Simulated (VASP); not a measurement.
# CuSbSe4 (I-42m) in VASP: notebook

CuSbSe4 is run at these levels: PBE; tasks: single point.

Program: VASP 6.6.1. These are calculated values, not measurements. Logs are shortened: lines on timing, memory, paths and dates and some standing lists are left out, and cuts for length are marked.

### Step 1. The cell of the first run

It takes space group I-42m (No. 121, tetragonal). Conventional cell: a = 5.251 Å, b = 5.251 Å, c = 11.813 Å, α = 90.00°, β = 90.00°, γ = 90.00°. Within 3.1 Å of Cu (site symmetry -42m) lie 4 Se at 2.37 Å. Sb (site symmetry -42m) has 4 Se at 2.54 Å within 3.4 Å. Within 3.1 Å of Se (site symmetry m) lie 1 Cu at 2.37 Å and 1 Sb at 2.54 Å.

The cell was generated, and may not be a known phase.

### Step 2. Single point, PBE, collinear spin

The input, INCAR:

```
  PREC = Accurate
  ENCUT = 520
  EDIFF = 1E-6
  ISMEAR = 0
  SIGMA = 0.15
  LREAL = False
  LASPH = True
  NELM = 150
  ALGO = Normal
  ISIF = 2
  LWAVE = False
  LCHARG = False
  ISPIN = 2
  MAGMOM = 1 0 0 0 0 0
  LORBIT = 11
  LMAXMIX = 4
  GGA = PE
  NBANDS = 33
```

The input, KPOINTS:

```
Automatic mesh
0
Gamma
  3 3 3
```

The input, POSCAR:

```
CuSbSe4
1.0
   -2.6256876167      2.6256876167      5.9064532053
    2.6256876167     -2.6256876167      5.9064532053
    2.6256876167      2.6256876167     -5.9064532053
Cu Sb Se
1 1 4
Direct
    0.5000000000      0.5000000000      0.0000000000
    0.0000000000      0.0000000000      0.0000000000
    0.4017393092      0.4017393092      0.5316292661
    0.5982606908      0.1298899568      0.0000000000
    0.8701100432      0.8701100432      0.4683707339
    0.1298899568      0.5982606908      0.0000000000
```

Potentials or basis: VASP PAW PBE potentials, release 64 (Cu, Sb, Se).

Command:

```bash
$ cat potpaw_PBE.64/Cu/POTCAR potpaw_PBE.64/Sb/POTCAR potpaw_PBE.64/Se/POTCAR > POTCAR
$ mpirun -np 1 vasp_std > vasp.out
```

OUTCAR:

```text
PREC = Accurate
   ENCUT = 520
   EDIFF = 1E-6
   ISMEAR = 0
   LREAL = False
   LASPH = True
   NELM = 150
   ISIF = 2
   ISPIN = 2
   LORBIT = 11
   GGA = PE

 ion  position               nearest neighbor table
   1  0.500  0.500  0.000-   3 2.37   4 2.37   6 2.37   5 2.37
   2  0.000  0.000  0.000-   3 2.54   4 2.54   6 2.54   5 2.54
   3  0.402  0.402  0.532-   1 2.37   2 2.54
   4  0.598  0.130  0.000-   1 2.37   2 2.54
   5  0.870  0.870  0.468-   1 2.37   2 2.54
   6  0.130  0.598  0.000-   1 2.37   2 2.54

  LATTYP: Found a body centered tetragonal cell.
 ALAT       =     5.2513752334
 C/A-ratio  =     2.2494881599

  Lattice vectors:

 A1 = (  -2.6256876167,   2.6256876167,   5.9064532053)
 A2 = (   2.6256876167,  -2.6256876167,   5.9064532053)
 A3 = (   2.6256876167,   2.6256876167,  -5.9064532053)

Analysis of symmetry for initial positions (statically):
=====================================================================
 Subroutine PRICEL returns:
 Original cell was already a primitive cell.

 Routine SETGRP: Setting up the symmetry group for a
 body centered tetragonal supercell.

 Subroutine GETGRP returns: Found  8 space group operations
 (whereof  8 operations were pure point group operations)
 out of a pool of 16 trial point group operations.

The static configuration has the point symmetry D_2d.

Analysis of symmetry for dynamics (positions and initial velocities):
=====================================================================
 Subroutine PRICEL returns:
 Original cell was already a primitive cell.

 Routine SETGRP: Setting up the symmetry group for a
 body centered tetragonal supercell.

 Subroutine GETGRP returns: Found  8 space group operations
 (whereof  8 operations were pure point group operations)
 out of a pool of 16 trial point group operations.

The dynamic configuration has the point symmetry D_2d.

Analysis of structural, dynamic, and magnetic symmetry:
=====================================================================
 Subroutine PRICEL returns:
 Original cell was already a primitive cell.

 Routine SETGRP: Setting up the symmetry group for a
 body centered tetragonal supercell.

 Subroutine GETGRP returns: Found  8 space group operations
 (whereof  8 operations were pure point group operations)
 out of a pool of 16 trial point group operations.

The overall configuration has the point symmetry D_2d.

 Subroutine INISYM returns: Found  8 space group operations
 (whereof  8 operations are pure point group operations),
 and found     1 'primitive' translations

----------------------------------------------------------------------------------------

                                     Primitive cell

  volume of cell :     162.8819

  direct lattice vectors                    reciprocal lattice vectors
    -2.625687617  2.625687617  5.906453205     0.000000000  0.190426308  0.084653172
     2.625687617 -2.625687617  5.906453205     0.190426308  0.000000000  0.084653172
     2.625687617  2.625687617 -5.906453205     0.190426308  0.190426308  0.000000000

  length of vectors
     6.976722754  6.976722754  6.976722754     0.208394670  0.208394670  0.269303468

  position of ions in fractional coordinates (direct lattice)
     0.500000000  0.500000000  0.000000000
     0.000000000  0.000000000  0.000000000
     0.401739309  0.401739309  0.531629266
     0.598260691  0.129889957  0.000000000
     0.870110043  0.870110043  0.468370734
     0.129889957  0.598260691  0.000000000

  ion indices of the primitive-cell ions
   primitive index   ion index
                 1           1
                 2           2
                 3           3
                 4           4
                 5           5
                 6           6

----------------------------------------------------------------------------------------

 KPOINTS: Automatic mesh

[... 24 lines left out ...]
  0.000000  0.000000  0.000000      1.000000
  0.333333  0.000000 -0.000000      8.000000
  0.333333  0.333333 -0.000000      8.000000
 -0.333333  0.333333  0.000000      4.000000
 -0.333333  0.333333  0.333333      4.000000
 -0.333333 -0.333333  0.333333      2.000000
   k-points           NKPTS =      6   k-points in BZ     NKDIM =      6   number of bands    NBANDS=     33
   number of dos      NEDOS =    301   number of ions     NIONS =      6
   total plane-waves  NPLWV = 157464
   dimension x,y,z NGX =    54 NGY =   54 NGZ =   54
   dimension x,y,z NGXF=   108 NGYF=  108 NGZF=  108
   ions per type =               1   1   4
   NGX,Y,Z   is equivalent  to a cutoff of  12.87, 12.87, 12.87 a.u.
   NGXF,Y,Z  is equivalent  to a cutoff of  25.73, 25.73, 25.73 a.u.
 SYSTEM =  unknown system
   PREC   = accura    normal or accurate (medium, high low for compatibility)
   ISTART =      0    job   : 0-new  1-cont  2-samecut
   ICHARG =      2    charge: 1-file 2-atom 10-const
   ISPIN  =      2    spin polarized calculation?
   LNONCOLLINEAR =      F non collinear calculations
   LSORBIT =      F    spin-orbit coupling
   LASPH  =      T    aspherical Exc in radial PAW
   ENCUT  =  520.0 eV  38.22 Ry    6.18 a.u.  12.97 12.97 12.97*2*pi/ulx,y,z
   NELM   =    150;   NELMIN=  2; NELMDL= -5     # of ELM steps
   EDIFF  = 0.1E-05   stopping-criterion for ELM
   LREAL  =      F    real-space projection
   EDIFFG = 0.1E-04   stopping-criterion for IOM
   NSW    =      0    number of steps for IOM
   IBRION =     -1    ionic relax: 0-MD 1-quasi-New 2-CG
   NFREE  =      0    steps in history (QN), initial steepest desc. (CG)
   ISIF   =      2    stress and relaxation
   ISYM   =      2    0-nonsym 1-usesym 2-fastsym
   POTIM  = 0.5000    time-step for ionic-motion
   TEBEG  =    0.0;   TEEND  =   0.0 temperature during run
   PSTRESS=    0.0 pullay stress
   NELECT =      40.0000    total number of electrons
   NUPDOWN=      -1.0000    fix difference up-down
   EMIN   =  10.00;   EMAX   =-10.00  energy-range for DOS
   EFERMI =   0.00;   METHOD = LEGACY
   ISMEAR =     0;   SIGMA  =   0.15  broadening in eV -4-tet -1-fermi 0-gaus
   EFERMI_NEDOS =   21; number of points for ismear=-14 and -15
   IALGO  =     38    algorithm
   IMIX   =      4    mixing-type and parameters
     AMIX     =   0.40;   BMIX     =  1.00
     AMIX_MAG =   1.60;   BMIX_MAG =  1.00
  volume/ion in A,a.u.               =      27.15       183.20
  Fermi-wavevector in a.u.,A,eV,Ry     =   1.025189  1.937326 14.299889  1.051012
  Thomas-Fermi vector in A             =   2.159016
   LORBIT       =     11    0 simple, 1 ext, 2 COOP (PROOUT), +10 PAW based schemes
   GGA     = PE    functional components
   LHFCALC =     F    Hartree Fock is set to
   AEXX    =    0.0000 exact exchange contribution
   IVDW    =     0    specifies the selected vdW correction
   LEPSILON=     F    determine dielectric tensor
   LRPA    =     F    only Hartree local field effects (RPA)
 spin polarized calculation
 Gauss-broadening in eV      SIGMA  =   0.15
  energy-cutoff  :      520.00
  volume of cell :      162.88
 maximum number of plane-waves:      4414
 NGX is ok and might be reduce to    54
   NGX = 25   NGY = 25   NGZ = 25

 number of electron      40.0000009 magnetization       0.0000326

 number of electron      40.0000009 magnetization      -0.0004876

 Free energy of the ion-electron system (eV)
  ---------------------------------------------------
  ext. energy  EPLUGINS =         0.00000000
  ---------------------------------------------------
  free energy    TOTEN  =       -21.51154884 eV

  energy without entropy =      -21.45553292  energy(sigma->0) =      -21.48354088

 E-fermi :   2.7694     XC(G=0):  -8.9542

 val. band max:        2.7612641922   @ k =  -0.3333   0.3333   0.3333
 cond. band min:       2.8204325422   @ k =   0.3333   0.0000  -0.0000
 fundamental gap:      0.0591683501
 Fermi energy:         2.7693629957

 spin component 1

 k-point     1 :       0.0000    0.0000    0.0000
  band No.  band energies     occupation
      1     -11.1381      1.00000
      2      -9.6050      1.00000
      3      -9.2687      1.00000
      4      -9.2687      1.00000
      5      -5.9438      1.00000
      6      -1.7874      1.00000
[... 199 lines left out ...]
     31       9.6884      0.00000
     32      10.6985      0.00000
 Fermi energy:         2.7693629957

 spin component 2

 k-point     1 :       0.0000    0.0000    0.0000
  band No.  band energies     occupation
      1     -11.1382      1.00000
      2      -9.6051      1.00000
      3      -9.2687      1.00000
      4      -9.2687      1.00000
      5      -5.9438      1.00000
      6      -1.7875      1.00000
[... 199 lines left out ...]
     31       9.6884      0.00000
     32      10.6985      0.00000
 [bands above 32 left out]

------------------------ aborting loop because EDIFF is reached ----------------------------------------

  FORCE on cell =-STRESS in cart. coord.  units (eV):
  Direction    XX          YY          ZZ          XY          YZ          ZX
  --------------------------------------------------------------------------------------
  -------------------------------------------------------------------------------------
  Total        0.0421437      0.0421437      0.6041808      0.0000000      0.0000000      0.0000000
  in kB        0.4145441      0.4145441      5.9429848      0.0000000      0.0000000      0.0000000
  external PRESSURE =       2.2573577 kB  Pullay stress =       0.0000000 kB

 VOLUME and BASIS-vectors are now :
 -----------------------------------------------------------------------------
  energy-cutoff  :      520.00
  volume of cell :      162.88
      direct lattice vectors                 reciprocal lattice vectors
    -2.625687617  2.625687617  5.906453205     0.000000000  0.190426308  0.084653172
     2.625687617 -2.625687617  5.906453205     0.190426308  0.000000000  0.084653172
     2.625687617  2.625687617 -5.906453205     0.190426308  0.190426308  0.000000000

 POSITION                                       TOTAL-FORCE (eV/Angst)
 -----------------------------------------------------------------------------------
      0.00000      0.00000      5.90645        -0.000000      0.000000     -0.000000
      0.00000      0.00000      0.00000        -0.000000      0.000000     -0.000000
      1.39589      1.39589      1.60567        -0.028278     -0.028278      0.003295
     -1.22980      1.22980      4.30079        -0.028278      0.028278     -0.003295
      1.22980      1.22980      7.51212         0.028278      0.028278      0.003295
      1.22980     -1.22980      4.30079         0.028278     -0.028278     -0.003295
 -----------------------------------------------------------------------------------
    total drift:                                0.000001      0.000001      0.000001

  FREE ENERGIE OF THE ION-ELECTRON SYSTEM (eV)
  ---------------------------------------------------
  free  energy   TOTEN  =       -21.5115488406 eV

  energy  without entropy=      -21.4555329167  energy(sigma->0) =      -21.48354088

 total charge

# of ion       s       p       d       tot
------------------------------------------
    1        0.419   0.415   9.136   9.971
    2        1.132   1.137   0.088   2.357
    3        1.494   2.228   0.033   3.755
    4        1.494   2.228   0.033   3.755
    5        1.494   2.228   0.033   3.755
    6        1.494   2.228   0.033   3.755
--------------------------------------------------
tot          7.526  10.466   9.356  27.348

 magnetization (x)

# of ion       s       p       d       tot
------------------------------------------
    1       -0.000  -0.000  -0.000  -0.000
    2        0.000   0.000  -0.000   0.000
    3       -0.000  -0.000   0.000  -0.000
    4       -0.000  -0.000   0.000  -0.000
    5       -0.000  -0.000   0.000  -0.000
    6       -0.000  -0.000   0.000  -0.000
--------------------------------------------------
tot         -0.000  -0.000  -0.000  -0.000
```

It took 1.9 min on 1 thread of Intel Xeon 6975P-C (Granite Rapids), shared host; peak memory 0.52 GiB.

Results:

```yaml
Free_energy: -21.5115 eV
Pressure: 0.2 GPa
Largest_force: 0.040 eV/Å
Band_gap_on_the_k_mesh: zero (filled and empty bands overlap)
Net_moment: 0.00 μB per cell
Valence_electrons_inside_the_program's_atomic_spheres: Cu 9.97; Sb 2.36; Se 3.75
```

Forces in eV/Å, atoms in the order of the input:
```
Cu   0.000  0.000  0.000
Sb   0.000  0.000  0.000
Se  -0.028 -0.028  0.003
Se  -0.028  0.028 -0.003
Se   0.028  0.028  0.003
Se   0.028 -0.028 -0.003
```

Levels at points of the mesh, in eV from the Fermi level:
Spin up:
```tsv
k point	band 17	band 18	band 19	band 20	band 21	band 22	band 23	band 24
(0.00, 0.00, 0.00)	-1.15	-1.15	-0.11	0.58	0.58	0.68	2.55	3.59
```
Spin down:
| k point | band 17 | band 18 | band 19 | band 20 | band 21 | band 22 | band 23 | band 24 |
| --- | --- | --- | --- | --- | --- | --- | --- | --- |
| (0.00, 0.00, 0.00) | -1.15 | -1.15 | -0.11 | 0.58 | 0.58 | 0.68 | 2.55 | 3.59 |

Caveat: the k points lie up to 0.44 Å⁻¹ apart, too coarse for converged energies and pressures of a metal; spin-orbit coupling is left out, which moves the levels of the heavy elements.

### Step 3. Single point, PBE

This run uses another cell than the first one, of 28.36 Å³/atom.

The input, INCAR:

```
SYSTEM = CuSbSe4
PREC = Accurate
ENCUT = 520
EDIFF = 1E-6
ISMEAR = 0
SIGMA = 0.1
LREAL = .FALSE.
LASPH = .TRUE.
NELM = 100
ALGO = Normal
ISIF = 2
LWAVE = .FALSE.
LCHARG = .FALSE.
GGA = PE
NBANDS = 29
```

The input, KPOINTS:

```
regular mesh
0
G
  8 8 8
  0 0 0
```

The input, POSCAR:

```
CuSbSe4
1.0
   -2.6057576399      2.6057576399      6.2647973509
    2.6057576399     -2.6057576399      6.2647973509
    2.6057576399      2.6057576399     -6.2647973509
Cu Sb Se
1 1 4
Direct
    0.5000000000      0.5000000000      0.0000000000
    0.0000000000      0.0000000000      0.0000000000
    0.3946392126      0.3946392126      0.5308574300
    0.6053607874      0.1362182174      0.0000000000
    0.8637817826      0.8637817826      0.4691425700
    0.1362182174      0.6053607874      0.0000000000
```

Potentials or basis: VASP PAW PBE potentials, release 64 (Cu, Sb, Se).

Command:

```bash
$ cat potpaw_PBE.64/Cu/POTCAR potpaw_PBE.64/Sb/POTCAR potpaw_PBE.64/Se/POTCAR > POTCAR
$ mpirun -np 1 vasp_std > vasp.out
```

OUTCAR:

```text
SYSTEM = CuSbSe4
   PREC = Accurate
   ENCUT = 520
   EDIFF = 1E-6
   ISMEAR = 0
   LREAL = .FALSE.
   LASPH = .TRUE.
   NELM = 100
   ISIF = 2
   GGA = PE

 ion  position               nearest neighbor table
   1  0.500  0.500  0.000-   3 2.37   5 2.37   4 2.37   6 2.37
   2  0.000  0.000  0.000-   3 2.54   4 2.54   6 2.54   5 2.54
   3  0.395  0.395  0.531-   1 2.37   2 2.54
   4  0.605  0.136  0.000-   1 2.37   2 2.54
   5  0.864  0.864  0.469-   1 2.37   2 2.54
   6  0.136  0.605  0.000-   1 2.37   2 2.54

  LATTYP: Found a body centered tetragonal cell.
 ALAT       =     5.2115152798
 C/A-ratio  =     2.4042133677

  Lattice vectors:

 A1 = (  -2.6057576399,   2.6057576399,   6.2647973509)
 A2 = (   2.6057576399,  -2.6057576399,   6.2647973509)
 A3 = (   2.6057576399,   2.6057576399,  -6.2647973509)

Analysis of symmetry for initial positions (statically):
=====================================================================
 Subroutine PRICEL returns:
 Original cell was already a primitive cell.

[... 180 lines left out ...]
 cond. band min:       2.4655495001   @ k =   0.5000   0.2500   0.1250
 fundamental gap:      0.0199972630
 Fermi energy:         2.4516071110

 k-point     1 :       0.0000    0.0000    0.0000
  band No.  band energies     occupation
      1     -11.4646      2.00000
      2     -10.0847      2.00000
      3      -9.6075      2.00000
      4      -9.6075      2.00000
      5      -6.2713      2.00000
      6      -2.0315      2.00000
[... 757 lines left out ...]
     28       9.1873      0.00000
     29       9.4037      0.00000

 [... further k-points ...]

------------------------ aborting loop because EDIFF is reached ----------------------------------------

  FORCE on cell =-STRESS in cart. coord.  units (eV):
  Direction    XX          YY          ZZ          XY          YZ          ZX
  --------------------------------------------------------------------------------------
  -------------------------------------------------------------------------------------
  Total        0.1034544      0.1034544      0.2471402      0.0000000      0.0000000      0.0000000
  in kB        0.9741472      0.9741472      2.3271205      0.0000000      0.0000000      0.0000000
  external PRESSURE =       1.4251383 kB  Pullay stress =       0.0000000 kB

 VOLUME and BASIS-vectors are now :
 -----------------------------------------------------------------------------
  energy-cutoff  :      520.00
  volume of cell :      170.15
      direct lattice vectors                 reciprocal lattice vectors
    -2.605757640  2.605757640  6.264797351     0.000000000  0.191882772  0.079811041
     2.605757640 -2.605757640  6.264797351     0.191882772  0.000000000  0.079811041
     2.605757640  2.605757640 -6.264797351     0.191882772  0.191882772  0.000000000

 POSITION                                       TOTAL-FORCE (eV/Angst)
 -----------------------------------------------------------------------------------
      0.00000      0.00000      6.26480        -0.000000      0.000000     -0.000000
      0.00000      0.00000      0.00000         0.000000      0.000000     -0.000000
      1.38329      1.38329      1.61896        -0.008465     -0.008465      0.030776
     -1.22247      1.22247      4.64584        -0.008465      0.008465     -0.030776
      1.22247      1.22247      7.88375         0.008465      0.008465      0.030776
      1.22247     -1.22247      4.64584         0.008465     -0.008465     -0.030776
 -----------------------------------------------------------------------------------
    total drift:                               -0.000002     -0.000002     -0.000001

  FREE ENERGIE OF THE ION-ELECTRON SYSTEM (eV)
  ---------------------------------------------------
  free  energy   TOTEN  =       -21.5245512089 eV

  energy  without entropy=      -21.5029014456  energy(sigma->0) =      -21.51372633
```

OSZICAR:

```text
N       E                     dE             d eps       ncg     rms          rms(c)
DAV:   1     0.288125171226E+03    0.28813E+03   -0.15352E+04  3422   0.122E+03
DAV:   2     0.123465440610E+02   -0.27578E+03   -0.26294E+03  3652   0.269E+02
DAV:   3    -0.224561144250E+02   -0.34803E+02   -0.33696E+02  4565   0.103E+02
DAV:   4    -0.241267758509E+02   -0.16707E+01   -0.16552E+01  4006   0.232E+01
DAV:   5    -0.241881002589E+02   -0.61324E-01   -0.61284E-01  4616   0.505E+00    0.182E+01
DAV:   6    -0.314669868462E+02   -0.72789E+01   -0.11745E+02  4093   0.249E+02    0.166E+01
DAV:   7    -0.226744854534E+02    0.87925E+01   -0.21985E+01  4281   0.125E+02    0.805E+00
DAV:   8    -0.215271464514E+02    0.11473E+01   -0.97222E+00  4869   0.689E+01    0.419E+00
DAV:   9    -0.215926544994E+02   -0.65508E-01   -0.35130E+00  5171   0.391E+01    0.234E+00
DAV:  10    -0.215206189424E+02    0.72036E-01   -0.40587E-01  5285   0.172E+01    0.469E-01
DAV:  11    -0.215268706431E+02   -0.62517E-02   -0.42985E-02  5348   0.278E+00    0.620E-01
DAV:  12    -0.215250769616E+02    0.17937E-02   -0.24137E-02  5030   0.434E+00    0.207E-01
DAV:  13    -0.215245381340E+02    0.53883E-03   -0.32079E-03  5340   0.142E+00    0.426E-02
DAV:  14    -0.215245471749E+02   -0.90409E-05   -0.31648E-04  5353   0.196E-01    0.230E-02
DAV:  15    -0.215245500499E+02   -0.28750E-05   -0.12246E-05  4726   0.210E-02    0.167E-02
DAV:  16    -0.215245513362E+02   -0.12863E-05   -0.61871E-06  3941   0.259E-02    0.427E-03
DAV:  17    -0.215245512089E+02    0.12728E-06   -0.52733E-07  2481   0.882E-03
   1 F= -.21524551E+02 E0= -.21513726E+02  d E =-.216498E-01
```

Wall time 5.7 min (1 thread of Intel Xeon 6975P-C (Granite Rapids), shared host); peak memory 0.58 GiB.

What came out:

```yaml
Free_energy: -21.5246 eV
Pressure: 0.1 GPa
Largest_force: 0.033 eV/Å
Band_gap_on_the_k_mesh: zero (bands 20 and 21 overlap by 0.79 eV)
```

Forces on the atoms (eV/Å):
```
Cu   0.000  0.000  0.000
Sb   0.000  0.000  0.000
Se  -0.008 -0.008  0.031
Se  -0.008  0.008 -0.031
Se   0.008  0.008  0.031
Se   0.008 -0.008 -0.031
```

Caveat: spin-orbit coupling is left out, which moves the levels of the heavy elements.

The gap in the log of VASP goes by the Fermi energy; the results here count the filled bands.